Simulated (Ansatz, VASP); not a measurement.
**One calculation of Ga2Cu, two programs**

```
CELL_PARAMETERS angstrom
2.83940 0.00000 0.00000
0.00000 2.83940 0.00000
0.00000 0.00000 5.85840
ATOMIC_POSITIONS crystal
Ga 0.50000 0.50000 0.29500
Ga 0.50000 0.50000 0.70500
Cu 0.00000 0.00000 0.00000
```

Change from the starting cell: volume scaled by 1.01.

Alike in both runs: task single point; functional PBEsol; k mesh 14 × 14 × 7; occupations fermi-dirac, width 0.08 eV; no spin polarisation.

|  | VASP | Ansatz |
| --- | --- | --- |
| version | VASP 6.6.1 | Ansatz 0.2.0 |
| potentials or method | VASP PAW PBE potentials, release 64 (Ga_d, Cu), cutoff 520 eV | all-electron LAPW, scalar-relativistic |

|  | VASP | Ansatz | Ansatz less VASP |
| --- | --- | --- | --- |
| pressure (GPa) | -4.2 | -4.4 | -0.18 |
| traceless stress, the component that is largest in VASP (GPa) | 2.22 | 2.09 | -0.126 |
| rms of the force components (eV/Å) | 0.478 | 0.486 | +0.0087 |

VASP's potentials were made for PBE, not for PBEsol. Atom by atom the forces differ by 0.009 eV/Å (rms over components). Ansatz ran all-electron here, and VASP with PAW potentials.
